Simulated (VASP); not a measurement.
# In (I4/mmm) in VASP: further runs

Runs on In. Level: PBEsol. Tasks: single point.

Everything below comes from runs of VASP 6.6.1. Logs are shortened: lines on timing, memory, paths and dates and some standing lists are left out, and cuts for length are marked.

## Step 1: The cell of the first run

The structure is tetragonal, space group I4/mmm (No. 139). The conventional cell has a = 3.189 Å, b = 3.189 Å, c = 5.022 Å, α = 90.00°, β = 90.00°, γ = 90.00°. In (site symmetry 4/mmm) has 12 In at 3.19 to 3.37 Å within 4.2 Å.

## Step 2: Single point, PBEsol

INCAR

```
ALGO = Normal ; EDIFF = 1E-6
ENCUT = 520 ; GGA = PS
ISIF = 2 ; ISMEAR = -1
LASPH = T ; LCHARG = T
LELF = T ; LREAL = F
LVHAR = T ; LWAVE = F
NBANDS = 12 ; NELM = 100
PREC = Accurate ; SIGMA = 0.05
```

KPOINTS

```
k-points
0
Gamma
  16 16 16
```

POSCAR

```
In
1.0
   -1.5946293911      1.5946293911      2.5108132526
    1.5946293911     -1.5946293911      2.5108132526
    1.5946293911      1.5946293911     -2.5108132526
In
1
Direct
    0.0000000000      0.0000000000      0.0000000000
```

Potentials or basis: VASP PAW PBE potentials, release 64 (In_d).

On the command line:

```sh
> cat potpaw_PBE.64/In_d/POTCAR > POTCAR
> mpirun -np 1 vasp_std > vasp.out
```

OUTCAR:

```text
EDIFF = 1E-6
   ENCUT = 520
   GGA = PS
   ISIF = 2
   ISMEAR = -1
   LASPH = T
   LREAL = F
   NELM = 100
   PREC = Accurate

 ion  position               nearest neighbor table
   1  0.000  0.000  0.000-

  LATTYP: Found a body centered tetragonal cell.
 ALAT       =     3.1892587822
 C/A-ratio  =     1.5745434435

  Lattice vectors:

 A1 = (  -1.5946293911,   1.5946293911,   2.5108132526)
 A2 = (   1.5946293911,  -1.5946293911,   2.5108132526)
 A3 = (   1.5946293911,   1.5946293911,  -2.5108132526)

Analysis of symmetry for initial positions (statically):
=====================================================================
 Subroutine PRICEL returns:
 Original cell was already a primitive cell.

 Routine SETGRP: Setting up the symmetry group for a
 body centered tetragonal supercell.

 Subroutine GETGRP returns: Found 16 space group operations
 (whereof 16 operations were pure point group operations)
 out of a pool of 16 trial point group operations.

The static configuration has the point symmetry D_4h.

Analysis of symmetry for dynamics (positions and initial velocities):
=====================================================================
 Subroutine PRICEL returns:
 Original cell was already a primitive cell.

 Routine SETGRP: Setting up the symmetry group for a
 body centered tetragonal supercell.

 Subroutine GETGRP returns: Found 16 space group operations
 (whereof 16 operations were pure point group operations)
 out of a pool of 16 trial point group operations.

The dynamic configuration has the point symmetry D_4h.

 Subroutine INISYM returns: Found 16 space group operations
 (whereof 16 operations are pure point group operations),
 and found     1 'primitive' translations

----------------------------------------------------------------------------------------

                                     Primitive cell

  volume of cell :      25.5384

  direct lattice vectors                    reciprocal lattice vectors
    -1.594629391  1.594629391  2.510813253     0.000000000  0.313552480  0.199138665
     1.594629391 -1.594629391  2.510813253     0.313552480  0.000000000  0.199138665
     1.594629391  1.594629391 -2.510813253     0.313552480  0.313552480  0.000000000

  length of vectors
     3.374887995  3.374887995  3.374887995     0.371444970  0.371444970  0.443430170

  position of ions in fractional coordinates (direct lattice)
     0.000000000  0.000000000  0.000000000
[... 76 lines left out ...]
   EDIFF  = 0.1E-05   stopping-criterion for ELM
   LREAL  =      F    real-space projection
   EDIFFG = 0.1E-04   stopping-criterion for IOM
   NSW    =      0    number of steps for IOM
   IBRION =     -1    ionic relax: 0-MD 1-quasi-New 2-CG
   NFREE  =      0    steps in history (QN), initial steepest desc. (CG)
   ISIF   =      2    stress and relaxation
   ISYM   =      2    0-nonsym 1-usesym 2-fastsym
   POTIM  = 0.5000    time-step for ionic-motion
   TEBEG  =    0.0;   TEEND  =   0.0 temperature during run
   PSTRESS=    0.0 pullay stress
   NELECT =      13.0000    total number of electrons
   NUPDOWN=      -1.0000    fix difference up-down
   EMIN   =  10.00;   EMAX   =-10.00  energy-range for DOS
   EFERMI =   0.00;   METHOD = LEGACY
   ISMEAR =    -1;   SIGMA  =   0.05  broadening in eV -4-tet -1-fermi 0-gaus
   EFERMI_NEDOS =   21; number of points for ismear=-14 and -15
   IALGO  =     38    algorithm
   IMIX   =      4    mixing-type and parameters
     AMIX     =   0.40;   BMIX     =  1.00
     AMIX_MAG =   1.60;   BMIX_MAG =  1.00
  volume/ion in A,a.u.               =      25.54       172.34
  Fermi-wavevector in a.u.,A,eV,Ry     =   1.307148  2.470151 23.247389  1.708635
  Thomas-Fermi vector in A             =   2.437902
   LORBIT       =      0    0 simple, 1 ext, 2 COOP (PROOUT), +10 PAW based schemes
   GGA     = PS    functional components
   LHFCALC =     F    Hartree Fock is set to
   AEXX    =    0.0000 exact exchange contribution
   IVDW    =     0    specifies the selected vdW correction
   LEPSILON=     F    determine dielectric tensor
   LRPA    =     F    only Hartree local field effects (RPA)
 non-spin polarized calculation
  energy-cutoff  :      520.00
  volume of cell :       25.54
 maximum number of plane-waves:       704
 NGX is ok and might be reduce to    28
   NGX = 13   NGY = 13   NGZ = 13

 number of electron      13.0000001 magnetization

 Free energy of the ion-electron system (eV)
  ---------------------------------------------------
  ext. energy  EPLUGINS =         0.00000000
  ---------------------------------------------------
  free energy    TOTEN  =        -2.98760454 eV

  energy without entropy =       -2.98486594  energy(sigma->0) =       -2.98623524

 E-fermi :   7.6206     XC(G=0): -10.5202

 val. band max:        7.6010966420   @ k =  -0.3750   0.0625   0.0000
 cond. band min:       7.6342586557   @ k =  -0.3750   0.3750   0.3750
 fundamental gap:      0.0331620136
 Fermi energy:         7.6206028624

 k-point     1 :       0.0000    0.0000    0.0000
  band No.  band energies     occupation
      1      -7.0578      2.00000
      2      -6.8855      2.00000
      3      -6.8855      2.00000
      4      -6.8467      2.00000
      5      -6.6823      2.00000
      6      -2.1038      2.00000
      7      18.3700      0.00000
      8      18.3700      0.00000
      9      18.5970      0.00000
     10      19.3361      0.00000
     11      21.8237      0.00000
     12      21.9936      0.00000
[... 331 lines left out ...]
 k-point    24 :      -0.0625    0.0625    0.0000
  band No.  band energies     occupation
      1      -7.0377      2.00000
      2      -6.8958      2.00000
      3      -6.8762      2.00000
      4      -6.8403      2.00000
      5      -6.6914      2.00000
      6      -1.9794      2.00000
      7      17.5642      0.00000
      8      17.8096      0.00000
      9      17.9010      0.00000
     10      18.7748      0.00000
     11      22.2262      0.00000
     12      22.7436      0.00000

 [... further k-points ...]
[... 5 lines left out ...]
  --------------------------------------------------------------------------------------
  -------------------------------------------------------------------------------------
  Total        0.0016858      0.0016858     -0.0048723      0.0000000      0.0000000      0.0000000
  in kB        0.1057604      0.1057604     -0.3056696      0.0000000      0.0000000      0.0000000
  external PRESSURE =      -0.0313830 kB  Pullay stress =       0.0000000 kB

 VOLUME and BASIS-vectors are now :
 -----------------------------------------------------------------------------
  energy-cutoff  :      520.00
  volume of cell :       25.54
      direct lattice vectors                 reciprocal lattice vectors
    -1.594629391  1.594629391  2.510813253     0.000000000  0.313552480  0.199138665
     1.594629391 -1.594629391  2.510813253     0.313552480  0.000000000  0.199138665
     1.594629391  1.594629391 -2.510813253     0.313552480  0.313552480  0.000000000

 POSITION                                       TOTAL-FORCE (eV/Angst)
 -----------------------------------------------------------------------------------
      0.00000      0.00000      0.00000         0.000000      0.000000      0.000000
 -----------------------------------------------------------------------------------
    total drift:                               -0.000000     -0.000000     -0.000000

  FREE ENERGIE OF THE ION-ELECTRON SYSTEM (eV)
  ---------------------------------------------------
  free  energy   TOTEN  =        -2.9876045426 eV

  energy  without entropy=       -2.9848659358  energy(sigma->0) =       -2.98623524
```

Wall time 64 s (1 thread of Intel Xeon 6975P-C, shared host); peak memory 0.24 GiB.

What came out:

```yaml
Free_energy: -2.9876 eV
Pressure: 0.0 GPa
```

Caveat: the PAW data sets were made with another functional, which shifts forces and pressure a little; spin-orbit coupling is left out, which moves the levels of the heavy elements.

## Step 3: Single point, PBEsol

INCAR

```
SYSTEM = In
PREC = Accurate
ENCUT = 520
EDIFF = 1E-6
ISMEAR = -1
SIGMA = 0.05
LREAL = .FALSE.
LASPH = .TRUE.
NELM = 100
ALGO = Normal
ISIF = 2
LWAVE = .FALSE.
LCHARG = .FALSE.
GGA = PS
NBANDS = 12
```

KPOINTS

```
regular mesh
0
G
  16 16 16
  0 0 0
```

POSCAR is that of step 2.

Potentials or basis: VASP PAW PBE potentials, release 64 (In_d).

On the command line:

```sh
> cat potpaw_PBE.64/In_d/POTCAR > POTCAR
> mpirun -np 1 vasp_std > vasp.out
```

OUTCAR:

```text
SYSTEM = In
   PREC = Accurate
   ENCUT = 520
   EDIFF = 1E-6
   ISMEAR = -1
   LREAL = .FALSE.
   LASPH = .TRUE.
   NELM = 100
   ISIF = 2
   GGA = PS

 ion  position               nearest neighbor table
   1  0.000  0.000  0.000-

  LATTYP: Found a body centered tetragonal cell.
 ALAT       =     3.1892587822
 C/A-ratio  =     1.5745434435

  Lattice vectors:

 A1 = (  -1.5946293911,   1.5946293911,   2.5108132526)
 A2 = (   1.5946293911,  -1.5946293911,   2.5108132526)
 A3 = (   1.5946293911,   1.5946293911,  -2.5108132526)

Analysis of symmetry for initial positions (statically):
=====================================================================
 Subroutine PRICEL returns:
 Original cell was already a primitive cell.

 Routine SETGRP: Setting up the symmetry group for a
 body centered tetragonal supercell.

 Subroutine GETGRP returns: Found 16 space group operations
 (whereof 16 operations were pure point group operations)
 out of a pool of 16 trial point group operations.

The static configuration has the point symmetry D_4h.

Analysis of symmetry for dynamics (positions and initial velocities):
=====================================================================
 Subroutine PRICEL returns:
 Original cell was already a primitive cell.

 Routine SETGRP: Setting up the symmetry group for a
 body centered tetragonal supercell.

 Subroutine GETGRP returns: Found 16 space group operations
 (whereof 16 operations were pure point group operations)
 out of a pool of 16 trial point group operations.

The dynamic configuration has the point symmetry D_4h.

 Subroutine INISYM returns: Found 16 space group operations
 (whereof 16 operations are pure point group operations),
 and found     1 'primitive' translations

----------------------------------------------------------------------------------------

                                     Primitive cell

  volume of cell :      25.5384

[... 108 lines left out ...]
  Fermi-wavevector in a.u.,A,eV,Ry     =   1.307148  2.470151 23.247389  1.708635
  Thomas-Fermi vector in A             =   2.437902
   LORBIT       =      0    0 simple, 1 ext, 2 COOP (PROOUT), +10 PAW based schemes
   GGA     = PS    functional components
   LHFCALC =     F    Hartree Fock is set to
   AEXX    =    0.0000 exact exchange contribution
   IVDW    =     0    specifies the selected vdW correction
   LEPSILON=     F    determine dielectric tensor
   LRPA    =     F    only Hartree local field effects (RPA)
 non-spin polarized calculation
  energy-cutoff  :      520.00
  volume of cell :       25.54
 maximum number of plane-waves:       704
 NGX is ok and might be reduce to    28
   NGX = 13   NGY = 13   NGZ = 13

 number of electron      13.0000001 magnetization

 Free energy of the ion-electron system (eV)
  ---------------------------------------------------
  ext. energy  EPLUGINS =         0.00000000
  ---------------------------------------------------
  free energy    TOTEN  =        -2.98760454 eV

  energy without entropy =       -2.98486594  energy(sigma->0) =       -2.98623524

 E-fermi :   7.6206     XC(G=0): -10.5202

 val. band max:        7.6010966420   @ k =  -0.3750   0.0625   0.0000
 cond. band min:       7.6342586557   @ k =  -0.3750   0.3750   0.3750
 fundamental gap:      0.0331620136
 Fermi energy:         7.6206028624

 k-point     1 :       0.0000    0.0000    0.0000
  band No.  band energies     occupation
      1      -7.0578      2.00000
      2      -6.8855      2.00000
      3      -6.8855      2.00000
      4      -6.8467      2.00000
      5      -6.6823      2.00000
      6      -2.1038      2.00000
      7      18.3700      0.00000
      8      18.3700      0.00000
      9      18.5970      0.00000
     10      19.3361      0.00000
     11      21.8237      0.00000
     12      21.9936      0.00000
[... 331 lines left out ...]
 k-point    24 :      -0.0625    0.0625    0.0000
  band No.  band energies     occupation
      1      -7.0377      2.00000
      2      -6.8958      2.00000
      3      -6.8762      2.00000
      4      -6.8403      2.00000
      5      -6.6914      2.00000
      6      -1.9794      2.00000
      7      17.5642      0.00000
      8      17.8096      0.00000
      9      17.9010      0.00000
     10      18.7748      0.00000
     11      22.2262      0.00000
     12      22.7436      0.00000

 [... further k-points ...]
[... 5 lines left out ...]
  --------------------------------------------------------------------------------------
  -------------------------------------------------------------------------------------
  Total        0.0016858      0.0016858     -0.0048723      0.0000000      0.0000000      0.0000000
  in kB        0.1057604      0.1057604     -0.3056696      0.0000000      0.0000000      0.0000000
  external PRESSURE =      -0.0313830 kB  Pullay stress =       0.0000000 kB

 VOLUME and BASIS-vectors are now :
 -----------------------------------------------------------------------------
  energy-cutoff  :      520.00
  volume of cell :       25.54
      direct lattice vectors                 reciprocal lattice vectors
    -1.594629391  1.594629391  2.510813253     0.000000000  0.313552480  0.199138665
     1.594629391 -1.594629391  2.510813253     0.313552480  0.000000000  0.199138665
     1.594629391  1.594629391 -2.510813253     0.313552480  0.313552480  0.000000000

 POSITION                                       TOTAL-FORCE (eV/Angst)
 -----------------------------------------------------------------------------------
      0.00000      0.00000      0.00000         0.000000      0.000000      0.000000
 -----------------------------------------------------------------------------------
    total drift:                               -0.000000     -0.000000     -0.000000

  FREE ENERGIE OF THE ION-ELECTRON SYSTEM (eV)
  ---------------------------------------------------
  free  energy   TOTEN  =        -2.9876045426 eV

  energy  without entropy=       -2.9848659358  energy(sigma->0) =       -2.98623524
```

OSZICAR:

```text
N       E                     dE             d eps       ncg     rms          rms(c)
DAV:   1     0.777538053664E+02    0.77754E+02   -0.62556E+03  8500   0.137E+03
DAV:   2     0.719954434550E+00   -0.77034E+02   -0.75018E+02  8820   0.291E+02
DAV:   3    -0.294704485849E+01   -0.36670E+01   -0.36561E+01  9976   0.641E+01
DAV:   4    -0.302914048103E+01   -0.82096E-01   -0.82071E-01 10492   0.948E+00
DAV:   5    -0.303301273842E+01   -0.38723E-02   -0.38721E-02 11792   0.186E+00    0.241E+00
DAV:   6    -0.299533387611E+01    0.37679E-01   -0.60621E-02 10604   0.513E+00    0.115E+00
DAV:   7    -0.298827162279E+01    0.70623E-02   -0.15914E-02 11080   0.242E+00    0.292E-01
DAV:   8    -0.298760125786E+01    0.67036E-03   -0.91616E-04 10812   0.519E-01    0.259E-02
DAV:   9    -0.298760388459E+01   -0.26267E-05   -0.13989E-05 12256   0.457E-02    0.168E-02
DAV:  10    -0.298760454261E+01   -0.65802E-06   -0.78992E-07  6432   0.129E-02
   1 F= -.29876045E+01 E0= -.29862352E+01  d E =-.273861E-02
```

Run time: 61 s. Hardware: 1 thread of Intel Xeon 6975P-C, shared host; peak memory 0.24 GiB.

What came out:

| Property | Result |
| --- | --- |
| Free energy | -2.9876 eV |
| Pressure | 0.0 GPa |

Levels at points of the mesh, in eV from the Fermi level:
```csv
k point,band 3,band 4,band 5,band 6,band 7,band 8,band 9,band 10
"(0.00, 0.00, 0.00)",-14.51,-14.47,-14.30,-9.72,10.75,10.75,10.98,11.72
"(0.50, 0.00, 0.00)",-14.49,-14.24,-14.18,-4.31,-3.48,7.20,9.70,11.06
"(0.50, 0.50, 0.00)",-14.23,-14.23,-14.09,-1.90,-1.38,3.34,3.98,7.00
"(0.50, 0.50, 0.50)",-14.21,-14.19,-14.19,-3.30,-2.95,5.13,5.13,8.62
```

Caveat: the PAW data sets were made with another functional, which shifts forces and pressure a little; spin-orbit coupling is left out, which moves the levels of the heavy elements.
